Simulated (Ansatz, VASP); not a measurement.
**One calculation of Zn3BiO, two programs**

Contents of INCAR:

```
PREC     = Accurate       # precision mode
ENCUT    = 520            # plane-wave cutoff, eV
EDIFF    = 1E-7           # SCF threshold, eV
ISMEAR   = 0              # smearing method
SIGMA    = 0.1            # smearing width, eV
LREAL    = False          # projectors in reciprocal space
LASPH    = True           # aspherical terms in the spheres
NELM     = 60             # most SCF steps
ALGO     = Normal         # electronic algorithm
ISIF     = 2              # what is computed and relaxed
LWAVE    = False          # write WAVECAR
LCHARG   = True           # write CHGCAR
GGA      = PE             # functional
LELF     = True           # ELF
LVHAR    = True         
NBANDS   = 36             # bands
```

The input KPOINTS:

```
Automatic mesh
0
Gamma
  6 6 4
```

File POSCAR:

```
Zn3BiO
1.0
    5.0373384300      0.0000000000      0.0000000000
   -2.5186692100      4.3624630500      0.0000000000
    0.0000000000      0.0000000000      4.4066930100
Zn Bi O
3 1 1
Direct
    0.3630039800      0.0000000000      0.0000000000
    0.0000000000      0.3630039800      0.0000000000
    0.6369960200      0.6369960200      0.0000000000
    0.0000000000      0.0000000000      0.5000000000
    0.0000000000      0.0000000000      0.0000000000
```

Input for Ansatz:

```yaml
crystal:
  lattice:
    - [5.03733843, 0.0, 0.0]
    - [-2.51866921, 4.36246305, 0.0]
    - [0.0, 0.0, 4.40669301]
  atoms:
    - { symbol: Zn, position: [0.36300398, 0.0, 0.0] }
    - { symbol: Zn, position: [0.0, 0.36300398, 0.0] }
    - { symbol: Zn, position: [0.63699602, 0.63699602, 0.0] }
    - { symbol: Bi, position: [0.0, 0.0, 0.5] }
    - { symbol: O, position: [0.0, 0.0, 0.0] }
basis:
  ecutwfc: 420
kpoints:
  mp_grid: { grid: [6, 6, 4] }
hamiltonian:
  xc: pbe
scf:
  occupations: { method: gaussian, width: 0.1 }
  lower_state_search: "off"
output:
  forces: true
  stress: true
  eigenvalues: true
```

Alike in both runs: task single point; functional PBE; k mesh 6 × 6 × 4; occupations gaussian, width 0.1 eV; no spin polarisation.

|  | VASP | Ansatz |
| --- | --- | --- |
| version | VASP 6.6.1 | Ansatz 0.2.0 |
| potentials or method | VASP PAW PBE potentials, release 64 (Zn, Bi_d, O), cutoff 520 eV | scalar-relativistic, plane waves, PAW |
| valence electrons in the cell | 57 | 57 |

|  | VASP | Ansatz | Ansatz less VASP |
| --- | --- | --- | --- |
| gap on the k mesh at the Fermi level (eV) | none | none | - |
| pressure (GPa) | 17.3 | 16.7 | -0.58 |
| traceless stress, the component that is largest in VASP (GPa) | 10.78 | 11.04 | +0.253 |
| rms of the force components (eV/Å) | 1.706 | 1.639 | -0.0671 |

Atom by atom the forces differ by 0.067 eV/Å (rms over components). A gap of «none» marks a metal or a gap that the smearing closes.

Spin-orbit coupling is off throughout.
